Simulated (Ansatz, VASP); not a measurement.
**TaSi2: VASP beside Ansatz**

INCAR

```
ALGO = Normal ; EDIFF = 1E-7
EDIFFG = -0.01 ; ENCUT = 600
GGA = PE ; IBRION = 2
ISIF = 3 ; ISMEAR = 1
LASPH = True ; LCHARG = False
LREAL = False ; LWAVE = False
NELM = 100 ; NSW = 80
PREC = Accurate ; SIGMA = 0.1
```

The input KPOINTS:

```
k-points
0
Gamma
  12 12 8
```

File POSCAR:

```
TaSi2
1.0
    4.7800000000      0.0000000000      0.0000000000
   -2.3900000000      4.1396014301      0.0000000000
    0.0000000000      0.0000000000      6.5640000000
Ta Si
3 6
Direct
    0.5000000000      0.0000000000      0.5000000000
    0.5000000000      0.5000000000      0.8333333333
    0.0000000000      0.5000000000      0.1666666667
    0.1666500000      0.3333000000      0.5000000000
    0.8333500000      0.1666500000      0.8333333333
    0.6667000000      0.8333500000      0.1666666667
    0.8333500000      0.6667000000      0.5000000000
    0.1666500000      0.8333500000      0.8333333333
    0.3333000000      0.1666500000      0.1666666667
```

Input for Ansatz:

```yaml
crystal:
  lattice:
    - [4.78, 0.0, 0.0]
    - [-2.39, 4.1396014301, 0.0]
    - [0.0, 0.0, 6.564]
  atoms:
    - { symbol: Ta, position: [0.5, 0.0, 0.5] }
    - { symbol: Ta, position: [0.5, 0.5, 0.8333333333] }
    - { symbol: Ta, position: [0.0, 0.5, 0.1666666667] }
    - { symbol: Si, position: [0.16665, 0.3333, 0.5] }
    - { symbol: Si, position: [0.83335, 0.16665, 0.8333333333] }
    - { symbol: Si, position: [0.6667, 0.83335, 0.1666666667] }
    - { symbol: Si, position: [0.83335, 0.6667, 0.5] }
    - { symbol: Si, position: [0.16665, 0.83335, 0.8333333333] }
    - { symbol: Si, position: [0.3333, 0.16665, 0.1666666667] }
scf:
  occupations: { method: methfessel_paxton, width: 0.1 }
output:
  forces: true
  stress: true
  eigenvalues: true
  write_density: true
  write_potential: true
  elf: true
  volumetric_format: npy
kpoints:
  mp_grid: { grid: [12, 12, 8] }
hamiltonian:
  xc: pbe
relax:
  f_tol: 0.01
  adjacent_minimum: "off"
  cell: { stress_tol: 0.05 }
```

Alike in both runs: task relaxation of cell and atoms; functional PBE; k mesh 12 × 12 × 8; occupations methfessel-paxton of order 1, width 0.1 eV; no spin polarisation.

```csv
,VASP,Ansatz
version,VASP 6.6.1,Ansatz 0.2.0
potentials or method,"VASP PAW PBE potentials, release 64 (Ta_pv, Si)","scalar-relativistic, plane waves, PAW"
plane-wave cutoff (eV),600,420
valence electrons in the cell,57,63
```

|  | VASP | Ansatz | Ansatz less VASP |
| --- | --- | --- | --- |
| gap on the k mesh at the Fermi level, each at its own relaxed structure (eV) | none | none | - |
| relaxed volume (Å³/atom) | 14.67 | 14.66 | -0.005 |
| relaxed cell length with the largest relative difference (Å) | 4.807 | 4.806 | -0.0006 |

A gap of «none» marks a metal or a gap that the smearing closes. VASP's potentials hold 57 valence electrons a cell and Ansatz's 63, so a difference there can come from the potentials and not from the codes.

Spin-orbit coupling is off throughout.
